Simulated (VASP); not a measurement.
# LiPb4O8 (P-4) in VASP: single point with PBE+D3(BJ)

Aim: the single point of LiPb4O8 with PBE+D3(BJ).

Program: VASP 6.6.1. These are calculated values, not measurements. Logs are shortened: lines on timing, memory, paths and dates and some standing lists are left out, and cuts for length are marked.

## 1. The cell of the first run

It takes space group P-4 (No. 81, tetragonal). The conventional cell has a = 5.188 Å, b = 5.188 Å, c = 6.884 Å, α = 90.00°, β = 90.00°, γ = 90.00°. Pb (site symmetry 2) has 6 O at 2.18 to 2.27 Å and 2 Li at 2.76 Å within 2.9 Å. Within 3.0 Å of Pb (site symmetry 2) lie 6 O at 2.23 to 2.26 Å. O (site symmetry 1) has 1 Li at 1.92 Å and 3 Pb at 2.26 to 2.27 Å within 2.5 Å. O (site symmetry 1) has 3 Pb at 2.18 to 2.24 Å and 1 O at 2.87 Å within 2.9 Å. Within 2.5 Å of Li (site symmetry -4) lie 4 O at 1.92 Å.

## 2. Single point, PBE+D3(BJ)

The input, INCAR:

```
SYSTEM = LiPb4O8
ALGO = Normal
EDIFF = 1E-6
ENCUT = 520
GGA = PE
ISIF = 2
ISMEAR = 0
IVDW = 12
LASPH = .TRUE.
LCHARG = .TRUE.
LELF = .TRUE.
LREAL = .FALSE.
LVHAR = .TRUE.
LWAVE = .FALSE.
NBANDS = 66
NELM = 60
PREC = Accurate
SIGMA = 0.1
```

The input, KPOINTS:

```
k-points
0
G
  6 6 4
  0 0 0
```

The input, POSCAR:

```
LiPb4O8
1.0
    5.1878712264      0.0000000000      0.0000000000
    0.0000000000      5.1878712264      0.0000000000
    0.0000000000      0.0000000000      6.8835179800
Pb O Li
4 8 1
Direct
    0.0000000000      0.0000000000     -0.0137806028
    0.0000000000      0.0000000000      0.4962440588
    0.5000000000      0.5000000000      0.2637806028
    0.5000000000      0.5000000000      0.7537559412
    0.2871085861      0.3252371766      0.0083232344
    0.3070160586      0.3019318855      0.5031663708
    0.1747628234      0.7871085861      0.2416767656
    0.1980681145      0.8070160586      0.7468336292
    0.7128914139      0.6747628234      0.0083232344
    0.6929839414      0.6980681145      0.5031663708
    0.8252371766      0.2128914139      0.2416767656
    0.8019318855      0.1929839414      0.7468336292
    0.0000000000      0.5000000000      0.1250000000
```

Potentials or basis: VASP PAW PBE potentials, release 64 (Pb_d, O, Li_sv).

The run is started by

```
> cat potpaw_PBE.64/Pb_d/POTCAR potpaw_PBE.64/O/POTCAR potpaw_PBE.64/Li_sv/POTCAR > POTCAR
> mpirun -np 1 vasp_std > vasp.out
```

OUTCAR:

```text
SYSTEM = LiPb4O8
   EDIFF = 1E-6
   ENCUT = 520
   GGA = PE
   ISIF = 2
   ISMEAR = 0
   IVDW = 12
   LASPH = .TRUE.
   LREAL = .FALSE.
   NELM = 60
   PREC = Accurate
 IVDW          = 12

 ion  position               nearest neighbor table
   1  0.000  0.000  0.986-   8 2.18  12 2.18   9 2.26   5 2.26  11 2.27   7 2.27  13 2.76  13 2.76
                             2 3.37   2 3.51   4 4.00   4 4.00   4 4.00   4 4.00   3 4.14   3 4.14
   2  0.000  0.000  0.496-   6 2.23  10 2.23   8 2.24  12 2.24  11 2.26   7 2.26   1 3.37   1 3.51
                             3 4.00   3 4.00   3 4.00   3 4.00   4 4.07   4 4.07   4 4.07   4 4.07
   3  0.500  0.500  0.264-   6 2.18  10 2.18   7 2.26  11 2.26   5 2.27   9 2.27  13 2.76  13 2.76
                             4 3.37   4 3.51   2 4.00   2 4.00   2 4.00   2 4.00   1 4.14   1 4.14
   4  0.500  0.500  0.754-   8 2.23  12 2.23  10 2.24   6 2.24   5 2.26   9 2.26   3 3.37   3 3.51
                             1 4.00   1 4.00   1 4.00   1 4.00   2 4.07   2 4.07   2 4.07   2 4.07
   5  0.287  0.325  0.008-  13 1.92   1 2.26   4 2.26   3 2.27
   6  0.307  0.302  0.503-   3 2.18   2 2.23   4 2.24
   7  0.175  0.787  0.242-  13 1.92   3 2.26   2 2.26   1 2.27
   8  0.198  0.807  0.747-   1 2.18   4 2.23   2 2.24
   9  0.713  0.675  0.008-  13 1.92   1 2.26   4 2.26   3 2.27
  10  0.693  0.698  0.503-   3 2.18   2 2.23   4 2.24
  11  0.825  0.213  0.242-  13 1.92   3 2.26   2 2.26   1 2.27
  12  0.802  0.193  0.747-   1 2.18   4 2.23   2 2.24
  13  0.000  0.500  0.125-   5 1.92   7 1.92   9 1.92  11 1.92   1 2.76   3 2.76   1 2.76   3 2.76

  LATTYP: Found a simple tetragonal cell.
 ALAT       =     5.1878712264
 C/A-ratio  =     1.3268482735

  Lattice vectors:

 A1 = (   5.1878712264,   0.0000000000,   0.0000000000)
 A2 = (   0.0000000000,   5.1878712264,   0.0000000000)
 A3 = (   0.0000000000,   0.0000000000,   6.8835179800)

Analysis of symmetry for initial positions (statically):
=====================================================================
 Subroutine PRICEL returns:
 Original cell was already a primitive cell.

 Routine SETGRP: Setting up the symmetry group for a
 simple tetragonal supercell.

 Subroutine GETGRP returns: Found  4 space group operations
 (whereof  2 operations were pure point group operations)
 out of a pool of 16 trial point group operations.

The static configuration has the point symmetry C_2 .
 The point group associated with its full space group is S_4 .

Analysis of symmetry for dynamics (positions and initial velocities):
=====================================================================
 Subroutine PRICEL returns:
 Original cell was already a primitive cell.

 Routine SETGRP: Setting up the symmetry group for a
 simple tetragonal supercell.

 Subroutine GETGRP returns: Found  4 space group operations
 (whereof  2 operations were pure point group operations)
 out of a pool of 16 trial point group operations.

The dynamic configuration has the point symmetry C_2 .
 The point group associated with its full space group is S_4 .

 Subroutine INISYM returns: Found  4 space group operations
 (whereof  2 operations are pure point group operations),
 and found     1 'primitive' translations

----------------------------------------------------------------------------------------

                                     Primitive cell

  volume of cell :     185.2631

  direct lattice vectors                    reciprocal lattice vectors
     5.187871226  0.000000000  0.000000000     0.192757290  0.000000000  0.000000000
     0.000000000  5.187871226  0.000000000     0.000000000  0.192757290  0.000000000
     0.000000000  0.000000000  6.883517980     0.000000000  0.000000000  0.145274553

  length of vectors
     5.187871226  5.187871226  6.883517980     0.192757290  0.192757290  0.145274553

  position of ions in fractional coordinates (direct lattice)
     0.000000000  0.000000000  0.986219397
     0.000000000  0.000000000  0.496244059
     0.500000000  0.500000000  0.263780603
     0.500000000  0.500000000  0.753755941
     0.287108586  0.325237177  0.008323234
     0.307016059  0.301931885  0.503166371
     0.174762823  0.787108586  0.241676766
     0.198068115  0.807016059  0.746833629
     0.712891414  0.674762823  0.008323234
     0.692983941  0.698068115  0.503166371
     0.825237177  0.212891414  0.241676766
     0.801931885  0.192983941  0.746833629
     0.000000000  0.500000000  0.125000000

  ion indices of the primitive-cell ions
   primitive index   ion index
                 1           1
[... 30 lines left out ...]

  Shift w.r.t. Gamma in fractional coordinates (k-lattice)
     0.000000000  0.000000000  0.000000000

 Subroutine IBZKPT returns following result:
 ===========================================

 Found     33 irreducible k-points:

 Following reciprocal coordinates:
            Coordinates               Weight
  0.000000  0.000000  0.000000      1.000000
  0.166667  0.000000  0.000000      4.000000
  0.333333  0.000000  0.000000      4.000000
  0.500000  0.000000  0.000000      2.000000
  0.166667  0.166667  0.000000      4.000000
  0.333333  0.166667  0.000000      4.000000
[... 16 lines left out ...]
  0.000000  0.000000  0.500000      1.000000
  0.166667  0.000000  0.500000      4.000000
 [... further k-points ...]
   k-points           NKPTS =     33   k-points in BZ     NKDIM =     33   number of bands    NBANDS=     66
   number of dos      NEDOS =    301   number of ions     NIONS =     13
   total plane-waves  NPLWV =  86400
   dimension x,y,z NGX =    40 NGY =   40 NGZ =   54
   dimension x,y,z NGXF=    80 NGYF=   80 NGZF=  108
   ions per type =               4   8   1
   NGX,Y,Z   is equivalent  to a cutoff of  12.82, 12.82, 13.04 a.u.
   NGXF,Y,Z  is equivalent  to a cutoff of  25.64, 25.64, 26.08 a.u.
 SYSTEM =  LiPb4O8
   PREC   = accura    normal or accurate (medium, high low for compatibility)
   ISTART =      0    job   : 0-new  1-cont  2-samecut
   ICHARG =      2    charge: 1-file 2-atom 10-const
   ISPIN  =      1    spin polarized calculation?
   LNONCOLLINEAR =      F non collinear calculations
   LSORBIT =      F    spin-orbit coupling
   LASPH  =      T    aspherical Exc in radial PAW
   ENCUT  =  520.0 eV  38.22 Ry    6.18 a.u.   9.65  9.65 12.80*2*pi/ulx,y,z
   NELM   =     60;   NELMIN=  2; NELMDL= -5     # of ELM steps
   EDIFF  = 0.1E-05   stopping-criterion for ELM
   LREAL  =      F    real-space projection
   EDIFFG = 0.1E-04   stopping-criterion for IOM
   NSW    =      0    number of steps for IOM
   IBRION =     -1    ionic relax: 0-MD 1-quasi-New 2-CG
   NFREE  =      0    steps in history (QN), initial steepest desc. (CG)
   ISIF   =      2    stress and relaxation
   ISYM   =      2    0-nonsym 1-usesym 2-fastsym
   POTIM  = 0.5000    time-step for ionic-motion
   TEBEG  =    0.0;   TEEND  =   0.0 temperature during run
   PSTRESS=    0.0 pullay stress
   NELECT =     107.0000    total number of electrons
   NUPDOWN=      -1.0000    fix difference up-down
   EMIN   =  10.00;   EMAX   =-10.00  energy-range for DOS
   EFERMI =   0.00;   METHOD = LEGACY
   ISMEAR =     0;   SIGMA  =   0.10  broadening in eV -4-tet -1-fermi 0-gaus
   EFERMI_NEDOS =   21; number of points for ismear=-14 and -15
   IALGO  =     38    algorithm
   IMIX   =      4    mixing-type and parameters
     AMIX     =   0.40;   BMIX     =  1.00
     AMIX_MAG =   1.60;   BMIX_MAG =  1.00
  volume/ion in A,a.u.               =      14.25        96.17
  Fermi-wavevector in a.u.,A,eV,Ry     =   1.363347  2.576353 25.289362  1.858716
  Thomas-Fermi vector in A             =   2.489758
   LORBIT       =      0    0 simple, 1 ext, 2 COOP (PROOUT), +10 PAW based schemes
   GGA     = PE    functional components
   LHFCALC =     F    Hartree Fock is set to
   AEXX    =    0.0000 exact exchange contribution
   IVDW    =    12    specifies the selected vdW correction
   LEPSILON=     F    determine dielectric tensor
   LRPA    =     F    only Hartree local field effects (RPA)
 non-spin polarized calculation
 Gauss-broadening in eV      SIGMA  =   0.10
  energy-cutoff  :      520.00
  volume of cell :      185.26
 maximum number of plane-waves:      5058
 NGX is ok and might be reduce to    40
   NGX = 19   NGY = 19   NGZ = 25

 number of electron     106.9999983 magnetization

 Free energy of the ion-electron system (eV)
  ---------------------------------------------------
  ext. energy  EPLUGINS =         0.00000000
  ---------------------------------------------------
  free energy    TOTEN  =       -68.61256427 eV

  energy without entropy =      -68.60771460  energy(sigma->0) =      -68.61013944

 E-fermi :   5.1534     XC(G=0): -10.3261

 val. band max:        5.1453699308   @ k =   0.1667   0.0000   0.5000
 cond. band min:       5.1878317610   @ k =   0.1667   0.1667   0.5000
 fundamental gap:      0.0424618302
 Fermi energy:         5.1533566882

 k-point     1 :       0.0000    0.0000    0.0000
  band No.  band energies     occupation
      1     -39.0670      2.00000
      2     -14.0272      2.00000
      3     -13.9660      2.00000
      4     -13.6940      2.00000
      5     -13.6940      2.00000
      6     -13.3866      2.00000
[... 1621 lines left out ...]
     64      12.9244      0.00000
     65      13.1645      0.00000

 [... further k-points ...]

 [bands above 65 left out]

------------------------ aborting loop because EDIFF is reached ----------------------------------------

 Edisp (eV)   -2.72011

 E8    (eV) :    -1.1556

  FORCE on cell =-STRESS in cart. coord.  units (eV):
  Direction    XX          YY          ZZ          XY          YZ          ZX
  --------------------------------------------------------------------------------------
  -------------------------------------------------------------------------------------
  Total       0.17621     0.17621     0.24204    -0.00000     0.00000     0.00000
  in kB       1.52388     1.52388     2.09321    -0.00000     0.00000     0.00000
  external pressure =        1.71 kB  Pullay stress =        0.00 kB

 VOLUME and BASIS-vectors are now :
 -----------------------------------------------------------------------------
  energy-cutoff  :      520.00
  volume of cell :      185.26
      direct lattice vectors                 reciprocal lattice vectors
     5.187871226  0.000000000  0.000000000     0.192757290  0.000000000  0.000000000
     0.000000000  5.187871226  0.000000000     0.000000000  0.192757290  0.000000000
     0.000000000  0.000000000  6.883517980     0.000000000  0.000000000  0.145274553

 POSITION                                       TOTAL-FORCE (eV/Angst)
 -----------------------------------------------------------------------------------
      0.00000      0.00000      6.78866         0.000000      0.000000      0.014007
      0.00000      0.00000      3.41590         0.000000      0.000000     -0.003927
      2.59394      2.59394      1.81574         0.000000      0.000000     -0.014007
      2.59394      2.59394      5.18849         0.000000      0.000000      0.003927
      1.48948      1.68729      0.05729         0.021485     -0.000203     -0.005856
      1.59276      1.56638      3.46355         0.003092     -0.000052      0.006367
      0.90665      4.08342      1.66359         0.000203      0.021485      0.005856
      1.02755      4.18670      5.14084         0.000052      0.003092     -0.006367
      3.69839      3.50058      0.05729        -0.021485      0.000203     -0.005856
      3.59511      3.62149      3.46355        -0.003092      0.000052      0.006367
      4.28122      1.10445      1.66359        -0.000203     -0.021485      0.005856
      4.16032      1.00118      5.14084        -0.000052     -0.003092     -0.006367
      0.00000      2.59394      0.86044         0.000000      0.000000      0.000000
 -----------------------------------------------------------------------------------
    total drift:                                0.000000      0.000000      0.000000

  FREE ENERGIE OF THE ION-ELECTRON SYSTEM (eV)
  ---------------------------------------------------
  free  energy   TOTEN  =       -71.3326761279 eV

  energy  without entropy=      -71.3278264581  energy(sigma->0) =      -71.33025129
```

Wall time 11 min (1 thread of Intel Xeon 8259CL, shared host); peak memory 0.48 GiB.

What came out:

* Free energy: -71.3327 eV
* Largest force: 0.022 eV/Å
* Band gap on the k mesh: zero (an odd number of electrons rules out a gap without spin polarisation)
* Dispersion energy per atom: -0.209 eV

Forces in eV/Å, atoms in the order of the input:
```
Pb   0.000  0.000  0.014
Pb   0.000  0.000 -0.004
Pb   0.000  0.000 -0.014
Pb   0.000  0.000  0.004
O    0.021  0.000 -0.006
O    0.003  0.000  0.006
O    0.000  0.021  0.006
O    0.000  0.003 -0.006
O   -0.021  0.000 -0.006
O   -0.003  0.000  0.006
O    0.000 -0.021  0.006
O    0.000 -0.003 -0.006
Li   0.000  0.000  0.000
```

Caveat: the cutoff is under 1.25 times the usual one of these potentials, so pressure, stress and relaxed cells hold a basis-set (Pulay) error; spin-orbit coupling is left out, which moves the levels of the heavy elements; an odd number of electrons without spin polarisation forces a metal; a magnetic or distorted state may lie lower.
